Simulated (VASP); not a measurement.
# MgO (Fm-3m) in VASP: single point with r2SCAN

Aim: the single point of MgO with r2SCAN.

Program: VASP 6.6.1. These are calculated values, not measurements. Logs are shortened: lines on timing, memory, paths and dates and some standing lists are left out, and cuts for length are marked.

## 1. The cell of the first run

The structure is cubic, space group Fm-3m (No. 225). Conventional cell: a = 4.217 Å, b = 4.217 Å, c = 4.217 Å, α = 90.00°, β = 90.00°, γ = 90.00°. Within 2.8 Å of Mg (site symmetry m-3m) lie 6 O at 2.11 Å. O (site symmetry m-3m) has 6 Mg at 2.11 Å within 2.8 Å.

## 2. Single point, r2SCAN

POSCAR

```
MgO
1.0
    2.9818690000      0.0000000000      0.0000000000
    1.4909345000      2.5823743048      0.0000000000
    1.4909345000      0.8607914349      2.4346858433
Mg O
1 1
Direct
    0.0000000000      0.0000000000      0.0000000000
    0.5000000000      0.5000000000      0.5000000000
```

INCAR.step1

```
ALGO = Normal
EDIFF = 1E-5
ENCUT = 660
GGA = PE
GGA_COMPAT = F
ISMEAR = 0
LASPH = T
LCHARG = F
LREAL = F
LWAVE = T
NBANDS = 11
NELM = 120
PREC = Accurate
SIGMA = 0.01
```

INCAR.step2

```
ALGO = Normal
EDIFF = 1E-6
ENCUT = 660
GGA_COMPAT = F
ISIF = 2
ISMEAR = 0
ISTART = 1
LASPH = T
LCHARG = T
LELF = T
LMIXTAU = T
LREAL = F
LVHAR = T
LWAVE = F
METAGGA = R2SCAN
NBANDS = 11
NELM = 120
PREC = Accurate
SIGMA = 0.01
```

KPOINTS

```
k-points
0
Gamma
  9 9 9
```

Potentials or basis: VASP PAW PBE potentials, release 64 (Mg, O).

Started as:

```sh
> cat potpaw_PBE.64/Mg/POTCAR potpaw_PBE.64/O/POTCAR > POTCAR
> cp INCAR.step1 INCAR
> mpirun -np 1 vasp_std > vasp.out
> cp INCAR.step2 INCAR
> mpirun -np 1 vasp_std > vasp.out
```

OUTCAR:

```text
EDIFF = 1E-6
   ENCUT = 660
   ISIF = 2
   ISMEAR = 0
   ISTART = 1
   LASPH = T
   LREAL = F
   METAGGA = R2SCAN
   NELM = 120
   PREC = Accurate

 ion  position               nearest neighbor table
   1  0.000  0.000  0.000-   2 2.11   2 2.11   2 2.11   2 2.11   2 2.11   2 2.11
   2  0.500  0.500  0.500-   1 2.11   1 2.11   1 2.11   1 2.11   1 2.11   1 2.11

  LATTYP: Found a face centered cubic cell.
 ALAT       =     4.2169995811

  Lattice vectors:

 A1 = (   2.9818690000,   0.0000000000,   0.0000000000)
 A2 = (   1.4909345000,   2.5823743048,   0.0000000000)
 A3 = (   1.4909345000,   0.8607914349,   2.4346858433)

Analysis of symmetry for initial positions (statically):
=====================================================================
 Subroutine PRICEL returns:
 Original cell was already a primitive cell.

 Routine SETGRP: Setting up the symmetry group for a
 face centered cubic supercell.

 Subroutine GETGRP returns: Found 48 space group operations
 (whereof 48 operations were pure point group operations)
 out of a pool of 48 trial point group operations.

The static configuration has the point symmetry O_h .

Analysis of symmetry for dynamics (positions and initial velocities):
=====================================================================
 Subroutine PRICEL returns:
 Original cell was already a primitive cell.

 Routine SETGRP: Setting up the symmetry group for a
 face centered cubic supercell.

 Subroutine GETGRP returns: Found 48 space group operations
 (whereof 48 operations were pure point group operations)
 out of a pool of 48 trial point group operations.

The dynamic configuration has the point symmetry O_h .

 Subroutine INISYM returns: Found 48 space group operations
 (whereof 48 operations are pure point group operations),
 and found     1 'primitive' translations

----------------------------------------------------------------------------------------

                                     Primitive cell

  volume of cell :      18.7478

  direct lattice vectors                    reciprocal lattice vectors
     2.981869000  0.000000000  0.000000000     0.335360138 -0.193620266 -0.136910203
     1.490934500  2.582374305  0.000000000     0.000000000  0.387240532 -0.136910203
     1.490934500  0.860791435  2.434685843     0.000000000  0.000000000  0.410730609

  length of vectors
     2.981869000  2.981869000  2.981869000     0.410730609  0.410730609  0.410730609

  position of ions in fractional coordinates (direct lattice)
     0.000000000  0.000000000  0.000000000
     0.500000000  0.500000000  0.500000000

  ion indices of the primitive-cell ions
   primitive index   ion index
                 1           1
                 2           2

----------------------------------------------------------------------------------------

 KPOINTS: k-points

Automatic generation of k-mesh.
 Grid dimensions read from file:
 generate k-points for:    9    9    9

 Generating k-lattice:

  Cartesian coordinates                     Fractional coordinates (reciprocal lattice)
     0.037262238 -0.021513363 -0.015212245     0.111111111  0.000000000  0.000000000
     0.000000000  0.043026726 -0.015212245     0.000000000  0.111111111 -0.000000000
     0.000000000  0.000000000  0.045636734     0.000000000  0.000000000  0.111111111

  Length of vectors
     0.045636734  0.045636734  0.045636734

  Shift w.r.t. Gamma in fractional coordinates (k-lattice)
     0.000000000  0.000000000  0.000000000

 Subroutine IBZKPT returns following result:
 ===========================================

 Found     35 irreducible k-points:

 Following reciprocal coordinates:
            Coordinates               Weight
  0.000000  0.000000  0.000000      1.000000
  0.111111  0.000000  0.000000      8.000000
  0.222222 -0.000000  0.000000      8.000000
  0.333333 -0.000000  0.000000      8.000000
  0.444444 -0.000000  0.000000      8.000000
  0.111111  0.111111  0.000000      6.000000
[... 16 lines left out ...]
 -0.333333  0.333333 -0.000000     12.000000
  0.444444  0.444444  0.000000      6.000000
 [... further k-points ...]
   k-points           NKPTS =     35   k-points in BZ     NKDIM =     35   number of bands    NBANDS=     11
   number of dos      NEDOS =    301   number of ions     NIONS =      2
   total plane-waves  NPLWV =  21952
   dimension x,y,z NGX =    28 NGY =   28 NGZ =   28
   dimension x,y,z NGXF=    56 NGYF=   56 NGZF=   56
   ions per type =               1   1
   NGX,Y,Z   is equivalent  to a cutoff of  15.61, 15.61, 15.61 a.u.
   NGXF,Y,Z  is equivalent  to a cutoff of  31.22, 31.22, 31.22 a.u.
 SYSTEM =  unknown system
   PREC   = accura    normal or accurate (medium, high low for compatibility)
   ISTART =      1    job   : 0-new  1-cont  2-samecut
   ICHARG =      0    charge: 1-file 2-atom 10-const
   ISPIN  =      1    spin polarized calculation?
   LNONCOLLINEAR =      F non collinear calculations
   LSORBIT =      F    spin-orbit coupling
   LASPH  =      T    aspherical Exc in radial PAW
   ENCUT  =  660.0 eV  48.51 Ry    6.96 a.u.   6.25  6.25  6.25*2*pi/ulx,y,z
   NELM   =    120;   NELMIN=  2; NELMDL=  0     # of ELM steps
   EDIFF  = 0.1E-05   stopping-criterion for ELM
   LREAL  =      F    real-space projection
   EDIFFG = 0.1E-04   stopping-criterion for IOM
   NSW    =      0    number of steps for IOM
   IBRION =     -1    ionic relax: 0-MD 1-quasi-New 2-CG
   NFREE  =      0    steps in history (QN), initial steepest desc. (CG)
   ISIF   =      2    stress and relaxation
   ISYM   =      2    0-nonsym 1-usesym 2-fastsym
   POTIM  = 0.5000    time-step for ionic-motion
   TEBEG  =    0.0;   TEEND  =   0.0 temperature during run
   PSTRESS=    0.0 pullay stress
   NELECT =       8.0000    total number of electrons
   NUPDOWN=      -1.0000    fix difference up-down
   EMIN   =  10.00;   EMAX   =-10.00  energy-range for DOS
   EFERMI =   0.00;   METHOD = LEGACY
   ISMEAR =     0;   SIGMA  =   0.01  broadening in eV -4-tet -1-fermi 0-gaus
   EFERMI_NEDOS =   21; number of points for ismear=-14 and -15
   IALGO  =     38    algorithm
   IMIX   =      4    mixing-type and parameters
     AMIX     =   0.40;   BMIX     =  1.00
     AMIX_MAG =   1.60;   BMIX_MAG =  1.00
  volume/ion in A,a.u.               =       9.37        63.26
  Fermi-wavevector in a.u.,A,eV,Ry     =   1.232503  2.329093 20.668111  1.519063
  Thomas-Fermi vector in A             =   2.367270
   LORBIT       =      0    0 simple, 1 ext, 2 COOP (PROOUT), +10 PAW based schemes
   METAGGA = R2SCAN    functional components
   LHFCALC =     F    Hartree Fock is set to
   AEXX    =    0.0000 exact exchange contribution
   IVDW    =     0    specifies the selected vdW correction
   LEPSILON=     F    determine dielectric tensor
   LRPA    =     F    only Hartree local field effects (RPA)
 non-spin polarized calculation
 Gauss-broadening in eV      SIGMA  =   0.01
  energy-cutoff  :      660.00
  volume of cell :       18.75
 maximum number of plane-waves:       745
 NGX is ok and might be reduce to    28
   NGX = 13   NGY = 13   NGZ = 13

 number of electron       7.9999999 magnetization

 Free energy of the ion-electron system (eV)
  ---------------------------------------------------
  ext. energy  EPLUGINS =         0.00000000
  ---------------------------------------------------
  free energy    TOTEN  =       -16.16560876 eV

  energy without entropy =      -16.16560876  energy(sigma->0) =      -16.16560876

 E-fermi :   2.8952     XC(G=0): -11.5741

 val. band max:        2.7469961171   @ k =   0.0000   0.0000   0.0000
 cond. band min:       8.3202305070   @ k =   0.0000   0.0000   0.0000
 fundamental gap:      5.5732343899
 Fermi energy:         2.8952480567

 k-point     1 :       0.0000    0.0000    0.0000
  band No.  band energies     occupation
      1     -15.4331      2.00000
      2       2.7470      2.00000
      3       2.7470      2.00000
      4       2.7470      2.00000
      5       8.3202      0.00000
      6      19.5655      0.00000
      7      19.5655      0.00000
      8      19.5655      0.00000
      9      23.7026      0.00000
     10      25.4648      0.00000
     11      25.4648      0.00000

 k-point     2 :       0.1111    0.0000    0.0000
  band No.  band energies     occupation
      1     -15.3064      2.00000
      2       1.9921      2.00000
      3       2.6628      2.00000
      4       2.6628      2.00000
      5       9.0585      0.00000
      6      18.1313      0.00000
      7      19.8702      0.00000
      8      19.8702      0.00000
      9      24.6304      0.00000
     10      24.6304      0.00000
     11      25.6407      0.00000

 k-point     3 :       0.2222   -0.0000    0.0000
  band No.  band energies     occupation
      1     -14.9675      2.00000
      2       0.4990      2.00000
      3       2.4573      2.00000
      4       2.4573      2.00000
      5      10.4078      0.00000
      6      16.5815      0.00000
      7      20.4096      0.00000
      8      20.4096      0.00000
      9      24.0298      0.00000
     10      24.0298      0.00000
     11      26.3291      0.00000
[... 267 lines left out ...]
 k-point    23 :      -0.3333    0.3333   -0.0000
  band No.  band energies     occupation
      1     -13.9740      2.00000
      2      -0.4581      2.00000
      3      -0.3133      2.00000
      4       1.7297      2.00000
      5      14.0061      0.00000
      6      16.0225      0.00000
      7      16.4037      0.00000
      8      21.7422      0.00000
      9      22.7484      0.00000
     10      27.1843      0.00000
     11      31.8275      0.00000

 k-point    24 :       0.4444    0.4444    0.0000
  band No.  band energies     occupation
      1     -13.9929      2.00000
      2      -1.2652      2.00000
      3       1.4131      2.00000
      4       1.4131      2.00000
      5      12.8837      0.00000
      6      13.7427      0.00000
      7      17.0071      0.00000
      8      22.9594      0.00000
      9      22.9594      0.00000
     10      29.5908      0.00000
     11      30.6176      0.00000

 [... further k-points ...]

------------------------ aborting loop because EDIFF is reached ----------------------------------------

  FORCE on cell =-STRESS in cart. coord.  units (eV):
  Direction    XX          YY          ZZ          XY          YZ          ZX
  --------------------------------------------------------------------------------------
  -------------------------------------------------------------------------------------
  Total       -0.3399873     -0.3399873     -0.3399873     -0.0000000      0.0000000     -0.0000000
  in kB      -29.0551126    -29.0551126    -29.0551126     -0.0000000      0.0000000     -0.0000000
  external PRESSURE =     -29.0551126 kB  Pullay stress =       0.0000000 kB

 VOLUME and BASIS-vectors are now :
 -----------------------------------------------------------------------------
  energy-cutoff  :      660.00
  volume of cell :       18.75
      direct lattice vectors                 reciprocal lattice vectors
     2.981869000  0.000000000  0.000000000     0.335360138 -0.193620266 -0.136910203
     1.490934500  2.582374305  0.000000000     0.000000000  0.387240532 -0.136910203
     1.490934500  0.860791435  2.434685843     0.000000000  0.000000000  0.410730609

 POSITION                                       TOTAL-FORCE (eV/Angst)
 -----------------------------------------------------------------------------------
      0.00000      0.00000      0.00000         0.000000      0.000000      0.000000
      2.98187      1.72158      1.21734        -0.000000     -0.000000      0.000000
 -----------------------------------------------------------------------------------
    total drift:                                0.000000      0.000000      0.000000

  FREE ENERGIE OF THE ION-ELECTRON SYSTEM (eV)
  ---------------------------------------------------
  free  energy   TOTEN  =       -16.1656087614 eV

  energy  without entropy=      -16.1656087614  energy(sigma->0) =      -16.16560876
```

Run time: 69 s. Hardware: 1 thread of Intel Xeon 8259CL, shared host; peak memory 0.17 GiB.

What came out:

```
Free energy            : -16.1656 eV
Pressure               : -2.9 GPa
Band gap on the k mesh : 5.57 eV
```

Caveat: the PAW data sets were made with another functional, which shifts forces and pressure a little.
